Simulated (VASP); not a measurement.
Crystal: TePb.

```xyz
2
Lattice="0.0000 3.2679 3.2679 3.2679 0.0000 3.2679 3.2679 3.2679 0.0000" Properties=species:S:1:pos:R:3 pbc="T T T"
Te    3.2679    3.2679    3.2679
Pb    0.0000    0.0000    0.0000
```

Base run:

* Program: VASP 6.6.1
* Functional: r2SCAN
* Potentials or basis: VASP PAW PBE potentials, release 64 (Te, Pb_d)
* Cutoff: 520 eV
* k mesh: 8 × 8 × 8
* Occupations: gaussian, width 0.01 eV
* Spin: no spin polarisation

Its results: band gap on the k mesh 1.09 eV, direct; pressure 0.0 GPa.

Task: The run is repeated on the same cell with these changes: functional from r2SCAN to PBE. What comes out?

Result: Band gap on the k mesh 0.80 eV, direct; pressure 0.6 GPa.

r2SCAN gives the wider gap, since meta-GGAs in the generalised Kohn-Sham scheme recover part of the derivative discontinuity.

Caveats: spin-orbit coupling is left out, which moves the levels of the heavy elements; the PAW data sets were made with another functional, which shifts forces and pressure a little (some runs).

A k mesh can miss the band edges.
